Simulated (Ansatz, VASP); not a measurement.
One calculation of Fe, two programs

File INCAR:

```
PREC = Accurate
ENCUT = 690
EDIFF = 1E-6
ISMEAR = -1
SIGMA = 0.05
LREAL = F
LASPH = T
NELM = 200
ALGO = Normal
ISIF = 2
LWAVE = F
LCHARG = T
ISPIN = 2
MAGMOM = 4.5
LORBIT = 11
NUPDOWN = 4.5
LMAXMIX = 4
GGA = PE
LELF = T
LVHAR = T
NBANDS = 18
GGA_COMPAT = F
```

File KPOINTS:

```
Automatic mesh
0
Gamma
  11 11 11
```

File POSCAR:

```
Fe
1.0
    0.0000000000      1.9417396906      1.9651051623
    1.4984397099      0.0000000000      1.9651051623
    1.4984397099      1.9417396906      0.0000000000
Fe
1
Direct
    0.0000000000      0.0000000000      0.0000000000
```

The input input.yaml:

```yaml
crystal:
  lattice:
    - [0.0, 1.9417396906, 1.9651051623]
    - [1.4984397099, 0.0, 1.9651051623]
    - [1.4984397099, 1.9417396906, 0.0]
  atoms:
    - { symbol: Fe, position: [0.0, 0.0, 0.0], spin: 4.5 }
hamiltonian:
  xc: pbe
  pseudopotentials: { kind: paw }
magnetization:
  spin_polarized: true
  initial_magnetization: 4.5
  spin_locking: { lock_magnetization: hard }
kpoints:
  mp_grid: { grid: [11, 11, 11] }
scf:
  occupations: { method: fermi_dirac, width: 0.05 }
  lower_state_search: "off"
output:
  forces: true
  stress: true
  eigenvalues: true
```

Alike in both runs: task single point; functional PBE; k mesh 11 × 11 × 11; occupations fermi-dirac, width 0.05 eV; collinear spin; fixed moment 4.5 μB.

|  | VASP | Ansatz |
| --- | --- | --- |
| version | VASP 6.6.1 | Ansatz 0.2.0 |
| potentials or method | VASP PAW PBE potentials, release 64 (Fe_sv) | Ansatz PAW |
| plane-wave cutoff (eV) | 690 | 420 |
| valence electrons in the cell | 16 | 16 |

Ansatz gave:

```
net moment per atom (μB)                                      : 4.50
size of the moment on the site where the two differ most (μB) : 3.99
```

Task: What did VASP give for the same quantities?

Result: net moment per atom (μB): 4.50; size of the moment on the site where the two differ most (μB): 3.74.

Site moments also hang on the region over which each program counts them. With one functional, cell and mesh, what is left measures potentials, basis and numerics.
